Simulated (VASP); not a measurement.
# Sn3PbSe4 (P4/mmm) in VASP: a series of runs

Runs on Sn3PbSe4. Level: PBE. Tasks: single point.

All numbers are computed with VASP 6.6.1; they aren't measurements. Logs are shortened: lines on timing, memory, paths and dates and some standing lists are left out, and cuts for length are marked.

## 1. The cell of the first run

The structure is tetragonal, space group P4/mmm (No. 123). The conventional cell has a = 4.315 Å, b = 4.315 Å, c = 12.208 Å, α = 90.00°, β = 90.00°, γ = 90.00°. Within 4.0 Å of Sn (site symmetry 4mm) lie 6 Se at 3.04 to 3.07 Å. Sn (site symmetry 4/mmm) has 6 Se at 3.00 to 3.05 Å within 4.0 Å. Pb (site symmetry 4/mmm) has 6 Se at 3.05 to 3.10 Å within 4.0 Å. Se (site symmetry 4/mmm) has 4 Pb at 3.05 Å and 2 Sn at 3.07 Å within 4.0 Å. Se (site symmetry 4mm) has 5 Sn at 3.00 to 3.05 Å and 1 Pb at 3.10 Å within 4.0 Å. Within 4.0 Å of Se (site symmetry 4/mmm) lie 6 Sn at 3.04 to 3.05 Å.

## 2. Single point, PBE

Input file INCAR:

```
PREC = Accurate
ENCUT = 520
EDIFF = 1E-6
ISMEAR = 0
SIGMA = 0.1
LREAL = F
LASPH = T
NELM = 60
ALGO = Normal
ISIF = 2
LWAVE = F
LCHARG = F
GGA = PE
NBANDS = 50
```

Input file KPOINTS:

```
regular mesh
0
Gamma
  4 4 2
```

Input file POSCAR:

```
Sn3PbSe4
1.0
    4.3149047000      0.0000000000      0.0000000000
    0.0000000000      4.3149047000      0.0000000000
    0.0000000000      0.0000000000     12.2076472000
Sn Pb Se
3 1 4
Direct
    0.0000000000      0.0000000000      0.7486450000
    0.0000000000      0.0000000000      0.2513550000
    0.5000000000      0.5000000000      0.5000000000
    0.5000000000      0.5000000000      0.0000000000
    0.0000000000      0.0000000000      0.0000000000
    0.5000000000      0.5000000000      0.2538570000
    0.0000000000      0.0000000000      0.5000000000
    0.5000000000      0.5000000000      0.7461430000
```

Potentials or basis: VASP PAW PBE potentials, release 64 (Sn_d, Pb_d, Se).

Run with:

```console
cat potpaw_PBE.64/Sn_d/POTCAR potpaw_PBE.64/Pb_d/POTCAR potpaw_PBE.64/Se/POTCAR > POTCAR
mpirun -np 1 vasp_std > vasp.out
```

OUTCAR:

```text
PREC = Accurate
   ENCUT = 520
   EDIFF = 1E-6
   ISMEAR = 0
   LREAL = F
   LASPH = T
   NELM = 60
   ISIF = 2
   GGA = PE

 ion  position               nearest neighbor table
   1  0.000  0.000  0.749-   7 3.04   8 3.05   8 3.05   8 3.05   8 3.05   5 3.07
   2  0.000  0.000  0.251-   7 3.04   6 3.05   6 3.05   6 3.05   6 3.05   5 3.07
   3  0.500  0.500  0.500-   6 3.00   8 3.00   7 3.05   7 3.05   7 3.05   7 3.05
   4  0.500  0.500  0.000-   5 3.05   5 3.05   5 3.05   5 3.05   8 3.10   6 3.10
   5  0.000  0.000  0.000-   4 3.05   4 3.05   4 3.05   4 3.05   1 3.07   2 3.07
   6  0.500  0.500  0.254-   3 3.00   2 3.05   2 3.05   2 3.05   2 3.05   4 3.10
   7  0.000  0.000  0.500-   1 3.04   2 3.04   3 3.05   3 3.05   3 3.05   3 3.05
   8  0.500  0.500  0.746-   3 3.00   1 3.05   1 3.05   1 3.05   1 3.05   4 3.10

  LATTYP: Found a simple tetragonal cell.
 ALAT       =     4.3149047000
 C/A-ratio  =     2.8291811868

  Lattice vectors:

 A1 = (   4.3149047000,   0.0000000000,   0.0000000000)
 A2 = (   0.0000000000,   4.3149047000,   0.0000000000)
 A3 = (   0.0000000000,   0.0000000000,  12.2076472000)

Analysis of symmetry for initial positions (statically):
=====================================================================
 Subroutine PRICEL returns:
 Original cell was already a primitive cell.

 Routine SETGRP: Setting up the symmetry group for a
 simple tetragonal supercell.

 Subroutine GETGRP returns: Found 16 space group operations
 (whereof 16 operations were pure point group operations)
 out of a pool of 16 trial point group operations.

The static configuration has the point symmetry D_4h.

Analysis of symmetry for dynamics (positions and initial velocities):
=====================================================================
 Subroutine PRICEL returns:
 Original cell was already a primitive cell.

 Routine SETGRP: Setting up the symmetry group for a
 simple tetragonal supercell.

 Subroutine GETGRP returns: Found 16 space group operations
 (whereof 16 operations were pure point group operations)
 out of a pool of 16 trial point group operations.

The dynamic configuration has the point symmetry D_4h.

 Subroutine INISYM returns: Found 16 space group operations
 (whereof 16 operations are pure point group operations),
 and found     1 'primitive' translations

----------------------------------------------------------------------------------------

                                     Primitive cell

  volume of cell :     227.2869

  direct lattice vectors                    reciprocal lattice vectors
     4.314904700  0.000000000  0.000000000     0.231754829  0.000000000  0.000000000
     0.000000000  4.314904700  0.000000000     0.000000000  0.231754829  0.000000000
     0.000000000  0.000000000 12.207647200     0.000000000  0.000000000  0.081915867

  length of vectors
     4.314904700  4.314904700 12.207647200     0.231754829  0.231754829  0.081915867

  position of ions in fractional coordinates (direct lattice)
     0.000000000  0.000000000  0.748645000
     0.000000000  0.000000000  0.251355000
     0.500000000  0.500000000  0.500000000
     0.500000000  0.500000000  0.000000000
     0.000000000  0.000000000  0.000000000
     0.500000000  0.500000000  0.253857000
     0.000000000  0.000000000  0.500000000
     0.500000000  0.500000000  0.746143000

  ion indices of the primitive-cell ions
   primitive index   ion index
                 1           1
                 2           2
                 3           3
                 4           4
                 5           5
                 6           6
                 7           7
                 8           8

----------------------------------------------------------------------------------------

 KPOINTS: regular mesh

Automatic generation of k-mesh.
 Grid dimensions read from file:
 generate k-points for:    4    4    2

 Generating k-lattice:

  Cartesian coordinates                     Fractional coordinates (reciprocal lattice)
     0.057938707  0.000000000  0.000000000     0.250000000  0.000000000  0.000000000
     0.000000000  0.057938707  0.000000000     0.000000000  0.250000000  0.000000000
     0.000000000  0.000000000  0.040957933     0.000000000  0.000000000  0.500000000

  Length of vectors
     0.057938707  0.057938707  0.040957933

  Shift w.r.t. Gamma in fractional coordinates (k-lattice)
     0.000000000  0.000000000  0.000000000

 Subroutine IBZKPT returns following result:
 ===========================================

 Found     12 irreducible k-points:

 Following reciprocal coordinates:
            Coordinates               Weight
  0.000000  0.000000  0.000000      1.000000
  0.250000  0.000000  0.000000      4.000000
  0.500000  0.000000  0.000000      2.000000
  0.250000  0.250000  0.000000      4.000000
  0.500000  0.250000  0.000000      4.000000
  0.500000  0.500000  0.000000      1.000000
  0.000000  0.000000  0.500000      1.000000
  0.250000  0.000000  0.500000      4.000000
  0.500000  0.000000  0.500000      2.000000
  0.250000  0.250000  0.500000      4.000000
  0.500000  0.250000  0.500000      4.000000
  0.500000  0.500000  0.500000      1.000000
   k-points           NKPTS =     12   k-points in BZ     NKDIM =     12   number of bands    NBANDS=     50
   number of dos      NEDOS =    301   number of ions     NIONS =      8
   total plane-waves  NPLWV =  98304
   dimension x,y,z NGX =    32 NGY =   32 NGZ =   96
   dimension x,y,z NGXF=    64 NGYF=   64 NGZF=  192
   ions per type =               3   1   4
   NGX,Y,Z   is equivalent  to a cutoff of  12.33, 12.33, 13.07 a.u.
   NGXF,Y,Z  is equivalent  to a cutoff of  24.66, 24.66, 26.15 a.u.
 SYSTEM =  unknown system
   PREC   = accura    normal or accurate (medium, high low for compatibility)
   ISTART =      0    job   : 0-new  1-cont  2-samecut
   ICHARG =      2    charge: 1-file 2-atom 10-const
   ISPIN  =      1    spin polarized calculation?
   LNONCOLLINEAR =      F non collinear calculations
   LSORBIT =      F    spin-orbit coupling
   LASPH  =      T    aspherical Exc in radial PAW
   ENCUT  =  520.0 eV  38.22 Ry    6.18 a.u.   8.02  8.02 22.70*2*pi/ulx,y,z
   NELM   =     60;   NELMIN=  2; NELMDL= -5     # of ELM steps
   EDIFF  = 0.1E-05   stopping-criterion for ELM
   LREAL  =      F    real-space projection
   EDIFFG = 0.1E-04   stopping-criterion for IOM
   NSW    =      0    number of steps for IOM
   IBRION =     -1    ionic relax: 0-MD 1-quasi-New 2-CG
   NFREE  =      0    steps in history (QN), initial steepest desc. (CG)
   ISIF   =      2    stress and relaxation
   ISYM   =      2    0-nonsym 1-usesym 2-fastsym
   POTIM  = 0.5000    time-step for ionic-motion
   TEBEG  =    0.0;   TEEND  =   0.0 temperature during run
   PSTRESS=    0.0 pullay stress
   NELECT =      80.0000    total number of electrons
   NUPDOWN=      -1.0000    fix difference up-down
   EMIN   =  10.00;   EMAX   =-10.00  energy-range for DOS
   EFERMI =   0.00;   METHOD = LEGACY
   ISMEAR =     0;   SIGMA  =   0.10  broadening in eV -4-tet -1-fermi 0-gaus
   EFERMI_NEDOS =   21; number of points for ismear=-14 and -15
   IALGO  =     38    algorithm
   IMIX   =      4    mixing-type and parameters
     AMIX     =   0.40;   BMIX     =  1.00
     AMIX_MAG =   1.60;   BMIX_MAG =  1.00
  volume/ion in A,a.u.               =      28.41       191.73
  Fermi-wavevector in a.u.,A,eV,Ry     =   1.155882  2.184300 18.178232  1.336062
  Thomas-Fermi vector in A             =   2.292507
   LORBIT       =      0    0 simple, 1 ext, 2 COOP (PROOUT), +10 PAW based schemes
   GGA     = PE    functional components
   LHFCALC =     F    Hartree Fock is set to
   AEXX    =    0.0000 exact exchange contribution
   IVDW    =     0    specifies the selected vdW correction
   LEPSILON=     F    determine dielectric tensor
   LRPA    =     F    only Hartree local field effects (RPA)
 non-spin polarized calculation
 Gauss-broadening in eV      SIGMA  =   0.10
  energy-cutoff  :      520.00
  volume of cell :      227.29
 maximum number of plane-waves:      6168
   NGX = 17   NGY = 17   NGZ = 45

 number of electron      80.0000032 magnetization

 Free energy of the ion-electron system (eV)
  ---------------------------------------------------
  ext. energy  EPLUGINS =         0.00000000
  ---------------------------------------------------
  free energy    TOTEN  =       -32.80214299 eV

  energy without entropy =      -32.79582298  energy(sigma->0) =      -32.79898299

 E-fermi :   5.3184     XC(G=0):  -9.4634

 val. band max:        5.2550503256   @ k =   0.5000   0.0000   0.0000
 cond. band min:       5.3657326532   @ k =   0.5000   0.0000   0.0000
 fundamental gap:      0.1106823276
 Fermi energy:         5.3184015102

 k-point     1 :       0.0000    0.0000    0.0000
  band No.  band energies     occupation
      1     -16.4601      2.00000
      2     -16.4545      2.00000
      3     -16.4498      2.00000
      4     -16.4496      2.00000
      5     -16.4427      2.00000
      6     -16.4427      2.00000
[... 42 lines left out ...]
     49       9.4883      0.00000
     50       9.5694      0.00000

 k-point     2 :       0.2500    0.0000    0.0000
  band No.  band energies     occupation
      1     -16.4561      2.00000
      2     -16.4526      2.00000
      3     -16.4450      2.00000
      4     -16.4448      2.00000
      5     -16.4447      2.00000
      6     -16.4443      2.00000
[... 42 lines left out ...]
     49       8.3485      0.00000
     50       8.8125      0.00000

 k-point     3 :       0.5000    0.0000    0.0000
  band No.  band energies     occupation
      1     -16.4529      2.00000
      2     -16.4514      2.00000
      3     -16.4482      2.00000
      4     -16.4472      2.00000
      5     -16.4453      2.00000
      6     -16.4444      2.00000
[... 466 lines left out ...]
     49       9.3212      0.00000
     50       9.3702      0.00000

 k-point    12 :       0.5000    0.5000    0.5000
  band No.  band energies     occupation
      1     -16.4621      2.00000
      2     -16.4594      2.00000
      3     -16.4533      2.00000
      4     -16.4465      2.00000
      5     -16.4465      2.00000
      6     -16.4451      2.00000
[... 42 lines left out ...]
     49      10.5385      0.00000
     50      10.6241      0.00000

------------------------ aborting loop because EDIFF is reached ----------------------------------------

  FORCE on cell =-STRESS in cart. coord.  units (eV):
  Direction    XX          YY          ZZ          XY          YZ          ZX
  --------------------------------------------------------------------------------------
  -------------------------------------------------------------------------------------
  Total       -0.6183211     -0.6183211     -0.7632967      0.0000000     -0.0000000      0.0000000
  in kB       -4.3586327     -4.3586327     -5.3805863      0.0000000     -0.0000000      0.0000000
  external PRESSURE =      -4.6992839 kB  Pullay stress =       0.0000000 kB

 VOLUME and BASIS-vectors are now :
 -----------------------------------------------------------------------------
  energy-cutoff  :      520.00
  volume of cell :      227.29
      direct lattice vectors                 reciprocal lattice vectors
     4.314904700  0.000000000  0.000000000     0.231754829  0.000000000  0.000000000
     0.000000000  4.314904700  0.000000000     0.000000000  0.231754829  0.000000000
     0.000000000  0.000000000 12.207647200     0.000000000  0.000000000  0.081915867

 POSITION                                       TOTAL-FORCE (eV/Angst)
 -----------------------------------------------------------------------------------
      0.00000      0.00000      9.13919        -0.000000     -0.000000      0.018777
      0.00000      0.00000      3.06845        -0.000000      0.000000     -0.018777
      2.15745      2.15745      6.10382        -0.000000      0.000000      0.000000
      2.15745      2.15745      0.00000        -0.000000      0.000000      0.000000
      0.00000      0.00000      0.00000        -0.000000      0.000000      0.000000
      2.15745      2.15745      3.09900         0.000000      0.000000      0.018836
      0.00000      0.00000      6.10382        -0.000000      0.000000      0.000000
      2.15745      2.15745      9.10865         0.000000     -0.000000     -0.018836
 -----------------------------------------------------------------------------------
    total drift:                                0.000000     -0.000000      0.000000

  FREE ENERGIE OF THE ION-ELECTRON SYSTEM (eV)
  ---------------------------------------------------
  free  energy   TOTEN  =       -32.8021429908 eV

  energy  without entropy=      -32.7958229804  energy(sigma->0) =      -32.79898299
```

Run time: 81 s. Hardware: 1 thread of Intel Xeon Platinum 8488C (Sapphire Rapids), shared host; peak memory 0.37 GiB.

What came out:

| Quantity | Value |
| --- | --- |
| Free energy | -32.8021 eV |
| Pressure | -0.5 GPa |
| Largest force | 0.019 eV/Å |
| Band gap on the k mesh | 0.11 eV |

Forces on the atoms (eV/Å):
```
Sn   0.000  0.000  0.019
Sn   0.000  0.000 -0.019
Sn   0.000  0.000  0.000
Pb   0.000  0.000  0.000
Se   0.000  0.000  0.000
Se   0.000  0.000  0.019
Se   0.000  0.000  0.000
Se   0.000  0.000 -0.019
```

Levels at points of the mesh, in eV from the valence-band top:
| k point | band 37 | band 38 | band 39 | band 40 | band 41 | band 42 | band 43 | band 44 |
| --- | --- | --- | --- | --- | --- | --- | --- | --- |
| (0.00, 0.00, 0.00) | -2.16 | -2.16 | -1.81 | -1.69 | 1.94 | 2.07 | 3.14 | 3.95 |
| (0.50, 0.00, 0.00) | -0.91 | -0.70 | -0.04 | 0.00 | 0.11 | 0.36 | 1.03 | 1.10 |
| (0.50, 0.50, 0.00) | -3.53 | -3.53 | -0.96 | -0.90 | 1.38 | 1.54 | 3.16 | 3.16 |
| (0.00, 0.00, 0.50) | -2.38 | -2.38 | -1.34 | -1.23 | 2.18 | 2.28 | 3.27 | 3.49 |
| (0.50, 0.00, 0.50) | -0.80 | -0.43 | -0.42 | -0.40 | 0.55 | 0.58 | 0.62 | 0.69 |
| (0.50, 0.50, 0.50) | -2.64 | -2.44 | -2.40 | -2.28 | 3.28 | 3.34 | 3.46 | 3.49 |

Caveat: spin-orbit coupling is left out, which moves the levels of the heavy elements. A k mesh can miss the band edges.

(Part 1 of 2 ends here.)
